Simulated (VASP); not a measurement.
# Pt in VASP: further runs

The runs below take Pt through single point, with LDA, r2SCAN.

All numbers are computed with VASP 6.6.1; they aren't measurements. Logs are shortened: lines on timing, memory, paths and dates and some standing lists are left out, and cuts for length are marked.

### 1 The cell of the first run

The cell holds a slab with vacuum, 5 atoms: a = 2.807 Å, b = 2.807 Å, c = 24.169 Å, α = 90.00°, β = 90.00°, γ = 120.00°.

### 2 Single point, LDA

File INCAR:

```
ALGO = Normal
DIPOL = 0.5 0.5 0.500
EDIFF = 1E-7
ENCUT = 520
GGA = CA
IDIPOL = 3
ISIF = 2
ISMEAR = 0
LASPH = T
LCHARG = F
LDIPOL = T
LREAL = F
LWAVE = F
NBANDS = 33
NELM = 100
PREC = Accurate
SIGMA = 0.1
```

File KPOINTS:

```
k-points
0
Gamma
  12 12 1
```

File POSCAR:

```
Pt
1.0
    2.8072917799      0.0000000000      0.0000000000
   -1.4036458899      2.4311859972      0.0000000000
    0.0000000000      0.0000000000     24.1685765598
Pt
5
Direct
    0.6666666667      0.3333333333      0.3103203030
    0.3333333333      0.6666666667      0.4051601515
    0.0000000000      0.0000000000      0.5000000000
    0.6666666667      0.3333333333      0.5948398485
    0.3333333333      0.6666666667      0.6896796970
```

Potentials or basis: VASP PAW LDA potentials, release 64 (Pt).

Command:

```
$ cat potpaw_LDA.64/Pt/POTCAR > POTCAR
$ mpirun -np 1 vasp_std > vasp.out
```

OUTCAR:

```text
EDIFF = 1E-7
   ENCUT = 520
   GGA = CA
   ISIF = 2
   ISMEAR = 0
   LASPH = T
   LREAL = F
   NELM = 100
   PREC = Accurate

 ion  position               nearest neighbor table
   1  0.667  0.333  0.310-   2 2.81   2 2.81   2 2.81
   2  0.333  0.667  0.405-   3 2.81   1 2.81   1 2.81   3 2.81   3 2.81   1 2.81
   3  0.000  0.000  0.500-   2 2.81   4 2.81   2 2.81   4 2.81   4 2.81   2 2.81
   4  0.667  0.333  0.595-   3 2.81   5 2.81   5 2.81   3 2.81   3 2.81   5 2.81
   5  0.333  0.667  0.690-   4 2.81   4 2.81   4 2.81

  LATTYP: Found a hexagonal cell.
 ALAT       =     2.8072917799
 C/A-ratio  =     8.6092143086

  Lattice vectors:

 A1 = (   2.8072917799,   0.0000000000,   0.0000000000)
 A2 = (  -1.4036458899,   2.4311859972,   0.0000000000)
 A3 = (   0.0000000000,   0.0000000000,  24.1685765598)

Analysis of symmetry for initial positions (statically):
=====================================================================
 Subroutine PRICEL returns:
 Original cell was already a primitive cell.

 Routine SETGRP: Setting up the symmetry group for a
 hexagonal supercell.

 Subroutine GETGRP returns: Found 12 space group operations
 (whereof 12 operations were pure point group operations)
 out of a pool of 24 trial point group operations.

The static configuration has the point symmetry D_3d.

Analysis of symmetry for dynamics (positions and initial velocities):
=====================================================================
 Subroutine PRICEL returns:
 Original cell was already a primitive cell.

 Routine SETGRP: Setting up the symmetry group for a
 hexagonal supercell.

 Subroutine GETGRP returns: Found 12 space group operations
 (whereof 12 operations were pure point group operations)
 out of a pool of 24 trial point group operations.

The dynamic configuration has the point symmetry D_3d.

 Subroutine INISYM returns: Found 12 space group operations
 (whereof 12 operations are pure point group operations),
 and found     1 'primitive' translations

----------------------------------------------------------------------------------------

                                     Primitive cell

  volume of cell :     164.9517

  direct lattice vectors                    reciprocal lattice vectors
     2.807291780  0.000000000  0.000000000     0.356215199  0.205660941  0.000000000
    -1.403645890  2.431185997  0.000000000     0.000000000  0.411321882  0.000000000
     0.000000000  0.000000000 24.168576560     0.000000000  0.000000000  0.041376040

  length of vectors
     2.807291780  2.807291780 24.168576560     0.411321882  0.411321882  0.041376040

  position of ions in fractional coordinates (direct lattice)
     0.666666667  0.333333333  0.310320303
     0.333333333  0.666666667  0.405160151
     0.000000000  0.000000000  0.500000000
     0.666666667  0.333333333  0.594839849
     0.333333333  0.666666667  0.689679697

  ion indices of the primitive-cell ions
   primitive index   ion index
                 1           1
                 2           2
                 3           3
                 4           4
                 5           5

----------------------------------------------------------------------------------------

 KPOINTS: k-points

Automatic generation of k-mesh.
 Grid dimensions read from file:
 generate k-points for:   12   12    1

 Generating k-lattice:

  Cartesian coordinates                     Fractional coordinates (reciprocal lattice)
     0.029684600  0.017138412  0.000000000     0.083333333  0.000000000  0.000000000
     0.000000000  0.034276824  0.000000000     0.000000000  0.083333333  0.000000000
     0.000000000  0.000000000  0.041376040     0.000000000  0.000000000  1.000000000

  Length of vectors
     0.034276824  0.034276824  0.041376040

  Shift w.r.t. Gamma in fractional coordinates (k-lattice)
     0.000000000  0.000000000  0.000000000

 Subroutine IBZKPT returns following result:
 ===========================================

 Found     19 irreducible k-points:

 Following reciprocal coordinates:
            Coordinates               Weight
  0.000000  0.000000  0.000000      1.000000
  0.083333  0.000000  0.000000      6.000000
  0.166667  0.000000  0.000000      6.000000
  0.250000  0.000000  0.000000      6.000000
  0.333333  0.000000  0.000000      6.000000
  0.416667  0.000000  0.000000      6.000000
[... 11 lines left out ...]
  0.333333  0.250000  0.000000     12.000000
  0.333333  0.333333  0.000000      2.000000
   k-points           NKPTS =     19   k-points in BZ     NKDIM =     19   number of bands    NBANDS=     33
   number of dos      NEDOS =    301   number of ions     NIONS =      5
   total plane-waves  NPLWV = 103680
   dimension x,y,z NGX =    24 NGY =   24 NGZ =  180
   dimension x,y,z NGXF=    48 NGYF=   48 NGZF=  360
   ions per type =               5
   NGX,Y,Z   is equivalent  to a cutoff of  14.21, 14.21, 12.38 a.u.
   NGXF,Y,Z  is equivalent  to a cutoff of  28.43, 28.43, 24.76 a.u.
 SYSTEM =  unknown system
   PREC   = accura    normal or accurate (medium, high low for compatibility)
   ISTART =      0    job   : 0-new  1-cont  2-samecut
   ICHARG =      2    charge: 1-file 2-atom 10-const
   ISPIN  =      1    spin polarized calculation?
   LNONCOLLINEAR =      F non collinear calculations
   LSORBIT =      F    spin-orbit coupling
   LASPH  =      T    aspherical Exc in radial PAW
   ENCUT  =  520.0 eV  38.22 Ry    6.18 a.u.   5.22  5.22 44.94*2*pi/ulx,y,z
   NELM   =    100;   NELMIN=  2; NELMDL= -5     # of ELM steps
   EDIFF  = 0.1E-06   stopping-criterion for ELM
   LREAL  =      F    real-space projection
   EDIFFG = 0.1E-05   stopping-criterion for IOM
   NSW    =      0    number of steps for IOM
   IBRION =     -1    ionic relax: 0-MD 1-quasi-New 2-CG
   NFREE  =      0    steps in history (QN), initial steepest desc. (CG)
   ISIF   =      2    stress and relaxation
   ISYM   =      2    0-nonsym 1-usesym 2-fastsym
   POTIM  = 0.5000    time-step for ionic-motion
   TEBEG  =    0.0;   TEEND  =   0.0 temperature during run
   PSTRESS=    0.0 pullay stress
   NELECT =      50.0000    total number of electrons
   NUPDOWN=      -1.0000    fix difference up-down
   EMIN   =  10.00;   EMAX   =-10.00  energy-range for DOS
   EFERMI =   0.00;   METHOD = LEGACY
   ISMEAR =     0;   SIGMA  =   0.10  broadening in eV -4-tet -1-fermi 0-gaus
   EFERMI_NEDOS =   21; number of points for ismear=-14 and -15
   IALGO  =     38    algorithm
   IMIX   =      4    mixing-type and parameters
     AMIX     =   0.40;   BMIX     =  1.00
     AMIX_MAG =   1.60;   BMIX_MAG =  1.00
  volume/ion in A,a.u.               =      32.99       222.63
  Fermi-wavevector in a.u.,A,eV,Ry     =   1.099713  2.078156 16.454450  1.209368
  Thomas-Fermi vector in A             =   2.236112
   LORBIT       =      0    0 simple, 1 ext, 2 COOP (PROOUT), +10 PAW based schemes
   GGA     = CA    functional components
   LHFCALC =     F    Hartree Fock is set to
   AEXX    =    0.0000 exact exchange contribution
   IVDW    =     0    specifies the selected vdW correction
   LEPSILON=     F    determine dielectric tensor
   LRPA    =     F    only Hartree local field effects (RPA)
 non-spin polarized calculation
 Gauss-broadening in eV      SIGMA  =   0.10
  energy-cutoff  :      520.00
  volume of cell :      164.95
 maximum number of plane-waves:      4479
 NGX is ok and might be reduce to    24
   NGX = 11   NGY = 11   NGZ = 89

 number of electron      49.9999995 magnetization

 dipolmoment           0.000000      0.000000     -0.000000 electrons x Angstroem

 Free energy of the ion-electron system (eV)
  ---------------------------------------------------
  ext. energy  EPLUGINS =         0.00000000
  ---------------------------------------------------
  free energy    TOTEN  =       -35.55597244 eV

  energy without entropy =      -35.49884437  energy(sigma->0) =      -35.52740841

 E-fermi :   1.7179     XC(G=0):  -7.1506

 val. band max:        1.7144939000   @ k =   0.2500   0.2500   0.0000
 cond. band min:       1.7206276572   @ k =   0.0000   0.0000   0.0000
 fundamental gap:      0.0061337573
 Fermi energy:         1.7178520750

 k-point     1 :       0.0000    0.0000    0.0000
  band No.  band energies     occupation
      1      -7.7608      2.00000
      2      -6.7946      2.00000
      3      -5.7373      2.00000
      4      -5.0911      2.00000
      5      -5.0596      2.00000
      6      -2.0466      2.00000
[... 25 lines left out ...]
     32       7.3810      0.00000
     33       7.7900      0.00000

 k-point     2 :       0.0833    0.0000    0.0000
  band No.  band energies     occupation
      1      -7.5251      2.00000
      2      -6.5650      2.00000
      3      -5.5054      2.00000
      4      -4.8724      2.00000
      5      -4.8276      2.00000
      6      -2.2241      2.00000
[... 25 lines left out ...]
     32       7.5164      0.00000
     33       7.9693      0.00000

 k-point     3 :       0.1667    0.0000    0.0000
  band No.  band energies     occupation
      1      -6.8634      2.00000
      2      -5.9411      2.00000
      3      -4.9013      2.00000
      4      -4.3174      2.00000
      5      -4.2195      2.00000
      6      -2.7262      2.00000
[... 25 lines left out ...]
     32       7.8844      0.00000
     33       8.5043      0.00000

 k-point     4 :       0.2500    0.0000    0.0000
  band No.  band energies     occupation
      1      -5.9503      2.00000
      2      -5.1778      2.00000
      3      -4.3616      2.00000
      4      -3.8941      2.00000
      5      -3.6127      2.00000
      6      -3.2881      2.00000
[... 493 lines left out ...]
     32       8.8164      0.00000
     33       9.5607      0.00000

 k-point    18 :       0.3333    0.2500    0.0000
  band No.  band energies     occupation
      1      -3.9478      2.00000
      2      -3.8817      2.00000
      3      -3.4302      2.00000
      4      -3.3730      2.00000
      5      -3.2188      2.00000
      6      -2.8971      2.00000
[... 25 lines left out ...]
     32       8.2072      0.00000
     33       8.8718      0.00000

 k-point    19 :       0.3333    0.3333    0.0000
  band No.  band energies     occupation
      1      -3.6207      2.00000
      2      -3.5923      2.00000
      3      -3.5923      2.00000
      4      -3.0810      2.00000
      5      -3.0810      2.00000
      6      -2.9796      2.00000
[... 25 lines left out ...]
     32       8.5755      0.00000
     33       8.5755      0.00000

------------------------ aborting loop because EDIFF is reached ----------------------------------------

 vacuum level on the upper side and lower side of the slab       (xc-potential included)        -0.087        -0.087

  FORCE on cell =-STRESS in cart. coord.  units (eV):
  Direction    XX          YY          ZZ          XY          YZ          ZX
  --------------------------------------------------------------------------------------
  -------------------------------------------------------------------------------------
  Total      -11.3074499    -11.3074499     -5.9986725     -0.0000000     -0.0000000     -0.0000000
  in kB     -109.8293573   -109.8293573    -58.2651567     -0.0000000     -0.0000000     -0.0000000
  external PRESSURE =     -92.6412904 kB  Pullay stress =       0.0000000 kB

 VOLUME and BASIS-vectors are now :
 -----------------------------------------------------------------------------
  energy-cutoff  :      520.00
  volume of cell :      164.95
      direct lattice vectors                 reciprocal lattice vectors
     2.807291780  0.000000000  0.000000000     0.356215199  0.205660941  0.000000000
    -1.403645890  2.431185997  0.000000000     0.000000000  0.411321882  0.000000000
     0.000000000  0.000000000 24.168576560     0.000000000  0.000000000  0.041376040

 POSITION                                       TOTAL-FORCE (eV/Angst)
 -----------------------------------------------------------------------------------
      1.40365      0.81040      7.50000         0.000000      0.000000      0.525477
     -0.00000      1.62079      9.79214         0.000000      0.000000      0.245189
      0.00000      0.00000     12.08429        -0.000000      0.000000      0.000000
      1.40365      0.81040     14.37643        -0.000000      0.000000     -0.245189
     -0.00000      1.62079     16.66858        -0.000000     -0.000000     -0.525477
 -----------------------------------------------------------------------------------
    total drift:                                0.000000      0.000000      0.000000

  FREE ENERGIE OF THE ION-ELECTRON SYSTEM (eV)
  ---------------------------------------------------
  free  energy   TOTEN  =       -35.5559724448 eV

  energy  without entropy=      -35.4988443657  energy(sigma->0) =      -35.52740841

 vacuum level on the upper side and lower side of the slab         7.732         7.732
```

It took 3.4 min on 1 thread of Intel Xeon 8259CL, shared host; peak memory 0.28 GiB.

Results:

```
Free energy            : -35.5560 eV
Largest force          : 0.525 eV/Å
Band gap on the k mesh : zero (bands 25 and 26 overlap by 1.42 eV)
```

Forces in eV/Å, atoms in the order of the input:
```
Pt   0.000  0.000  0.525
Pt   0.000  0.000  0.245
Pt   0.000  0.000  0.000
Pt   0.000  0.000 -0.245
Pt   0.000  0.000 -0.525
```

Caveat: spin-orbit coupling is left out, which moves the levels of the heavy elements.

### 3 Single point, r2SCAN

POSCAR is that of step 2.

File INCAR.step1:

```
SYSTEM = Pt
ALGO = Normal
DIPOL = 0.5 0.5 0.500
EDIFF = 1E-4
ENCUT = 520
GGA = PE
IDIPOL = 3
ISMEAR = 0
LASPH = .True.
LCHARG = .False.
LDIPOL = .True.
LREAL = .False.
LWAVE = .True.
NBANDS = 33
NELM = 60
PREC = Accurate
SIGMA = 0.1
```

File INCAR.step2:

```
SYSTEM = Pt
ALGO = Normal
DIPOL = 0.5 0.5 0.500
EDIFF = 1E-7
ENCUT = 520
IDIPOL = 3
ISIF = 2
ISMEAR = 0
ISTART = 1
LASPH = .True.
LCHARG = .True.
LDIPOL = .True.
LELF = .True.
LMIXTAU = .True.
LREAL = .False.
LVACPOTAV = .True.
LVHAR = .True.
LWAVE = .False.
METAGGA = R2SCAN
NBANDS = 33
NELM = 60
PREC = Accurate
SIGMA = 0.1
```

File KPOINTS:

```
k-points
0
Gamma
  12 12 1
  0 0 0
```

Potentials or basis: VASP PAW PBE potentials, release 64 (Pt).

Command:

```
$ cat potpaw_PBE.64/Pt/POTCAR > POTCAR
$ cp INCAR.step1 INCAR
$ mpirun -np 1 vasp_std > vasp.out
$ cp INCAR.step2 INCAR
$ mpirun -np 1 vasp_std > vasp.out
```

Wall time 12 min (1 thread of Intel Xeon 8259CL, shared host); peak memory 0.39 GiB.

It converged, with:

* Free energy: -256.0384 eV
* Largest force: 0.275 eV/Å
* Band gap on the k mesh: zero (bands 25 and 26 overlap by 1.50 eV)

Forces on the atoms (eV/Å):
```
Pt   0.000  0.000  0.097
Pt   0.000  0.000  0.275
Pt   0.000  0.000  0.000
Pt   0.000  0.000 -0.275
Pt   0.000  0.000 -0.097
```

Levels at points of the mesh, in eV from the Fermi level:
```tsv
k point	band 22	band 23	band 24	band 25	band 26	band 27	band 28	band 29
(0.00, 0.00, 0.00)	-1.49	-1.49	-1.00	-1.00	-0.35	-0.35	-0.02	-0.02
(0.50, 0.00, 0.00)	0.17	0.31	0.57	0.59	0.88	2.29	2.67	3.06
```

Caveat: the PAW data sets were made with another functional, which shifts forces and pressure a little; spin-orbit coupling is left out, which moves the levels of the heavy elements.
